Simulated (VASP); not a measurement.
# VN (Fm-3m) in VASP: further runs, part 2 of 2

VASP 6.6.1. The steps go on from the part before.

## Step 3: Single point, PBE, collinear spin, ferromagnetic start (9.32 Å³/atom)

This run uses another cell than the first one, of 9.32 Å³/atom.

Contents of INCAR:

```
SYSTEM = VN
PREC     = Accurate       ! precision mode
ENCUT    = 600            ! plane-wave cutoff, eV
EDIFF    = 1E-6           ! SCF threshold, eV
ISMEAR   = -1             ! smearing method
SIGMA    = 0.05           ! smearing width, eV
LREAL    = .False.        ! projectors in reciprocal space
LASPH    = .True.         ! aspherical terms in the spheres
NELM     = 200            ! most SCF steps
ALGO     = Normal         ! electronic algorithm
ISIF     = 2              ! what is computed and relaxed
LWAVE    = .False.        ! write WAVECAR
LCHARG   = .False.        ! write CHGCAR
ISPIN    = 2              ! spin polarisation
MAGMOM   = 2 0            ! initial moments
LORBIT   = 11             ! projections on sites
LMAXMIX  = 4              ! l up to which the mixer works
GGA      = PE             ! functional
NBANDS   = 20             ! bands
GGA_COMPAT= .False.
```

Contents of KPOINTS:

```
Automatic mesh
0
Gamma
  19 19 19
  0 0 0
```

Contents of POSCAR:

```
VN
1.0
    0.0000000000      2.1044808655      2.1044808655
    2.1044808655      0.0000000000      2.1044808655
    2.1044808655      2.1044808655      0.0000000000
V N
1 1
Direct
    0.0000000000      0.0000000000      0.0000000000
    0.5000000000      0.5000000000      0.5000000000
```

Potentials or basis: VASP PAW PBE potentials, release 64 (V_sv, N).

Run with:

```sh
$ cat potpaw_PBE.64/V_sv/POTCAR potpaw_PBE.64/N/POTCAR > POTCAR
$ mpirun -np 1 vasp_std > vasp.out
```

OUTCAR:

```text
SYSTEM = VN
   PREC = Accurate
   ENCUT = 600
   EDIFF = 1E-6
   ISMEAR = -1
   LREAL = .False.
   LASPH = .True.
   NELM = 200
   ISIF = 2
   ISPIN = 2
   LORBIT = 11
   GGA = PE

 ion  position               nearest neighbor table
   1  0.000  0.000  0.000-   2 2.10   2 2.10   2 2.10   2 2.10   2 2.10   2 2.10
   2  0.500  0.500  0.500-   1 2.10   1 2.10   1 2.10   1 2.10   1 2.10   1 2.10

  LATTYP: Found a face centered cubic cell.
 ALAT       =     4.2089617310

  Lattice vectors:

 A1 = (   0.0000000000,   2.1044808655,   2.1044808655)
 A2 = (   2.1044808655,   0.0000000000,   2.1044808655)
 A3 = (   2.1044808655,   2.1044808655,   0.0000000000)

Analysis of symmetry for initial positions (statically):
=====================================================================
 Subroutine PRICEL returns:
 Original cell was already a primitive cell.

 Routine SETGRP: Setting up the symmetry group for a
 face centered cubic supercell.

[... 750 lines left out ...]
      5      -6.4493      1.00000
      6       8.9326      1.00000
[... 541 lines left out ...]
     19      33.1189      0.00000
     20      35.3113      0.00000

 [... further k-points ...]

------------------------ aborting loop because EDIFF is reached ----------------------------------------

  FORCE on cell =-STRESS in cart. coord.  units (eV):
  Direction    XX          YY          ZZ          XY          YZ          ZX
  --------------------------------------------------------------------------------------
  -------------------------------------------------------------------------------------
  Total       -2.0448031     -2.0448031     -2.0448031     -0.0000000      0.0000000     -0.0000000
  in kB     -175.7507302   -175.7507302   -175.7507302     -0.0000000      0.0000000     -0.0000000
  external PRESSURE =    -175.7507302 kB  Pullay stress =       0.0000000 kB

 VOLUME and BASIS-vectors are now :
 -----------------------------------------------------------------------------
  energy-cutoff  :      600.00
  volume of cell :       18.64
      direct lattice vectors                 reciprocal lattice vectors
     0.000000000  2.104480865  2.104480865    -0.237588285  0.237588285  0.237588285
     2.104480865  0.000000000  2.104480865     0.237588285 -0.237588285  0.237588285
     2.104480865  2.104480865  0.000000000     0.237588285  0.237588285 -0.237588285

 POSITION                                       TOTAL-FORCE (eV/Angst)
 -----------------------------------------------------------------------------------
      0.00000      0.00000      0.00000        -0.000000      0.000000      0.000000
      2.10448      2.10448      2.10448         0.000000     -0.000000     -0.000000
 -----------------------------------------------------------------------------------
    total drift:                                0.000000     -0.000000     -0.000000

  FREE ENERGIE OF THE ION-ELECTRON SYSTEM (eV)
  ---------------------------------------------------
  free  energy   TOTEN  =       -19.2438233038 eV

  energy  without entropy=      -19.2275683835  energy(sigma->0) =      -19.23569584

 total charge

# of ion       s       p       d       tot
------------------------------------------
    1        2.222   6.242   3.069  11.533
    2        1.239   2.463   0.000   3.702
--------------------------------------------------
tot          3.461   8.705   3.069  15.236

 magnetization (x)

# of ion       s       p       d       tot
------------------------------------------
    1        0.000   0.000   0.001   0.001
    2       -0.000  -0.000   0.000  -0.000
--------------------------------------------------
tot          0.000  -0.000   0.001   0.001
```

Run time: 5.6 min. Hardware: 1 thread of Oxide Virtual Turin-like, shared host; peak memory 0.23 GiB.

What came out:

| Property | Result |
| --- | --- |
| Free energy | -19.2438 eV |
| Pressure | -17.6 GPa |
| Band gap on the k mesh | zero (filled and empty bands overlap) |
| Net moment | 0.00 μB per cell |
| Valence electrons inside the program's atomic spheres | V 11.53; N 3.70 |

Caveat: the cell stands under tension; the moments typed at the start vanished in this run. With open d or f shells a metallic result of PBE can be an artefact of self-interaction; +U or a hybrid may open a gap.
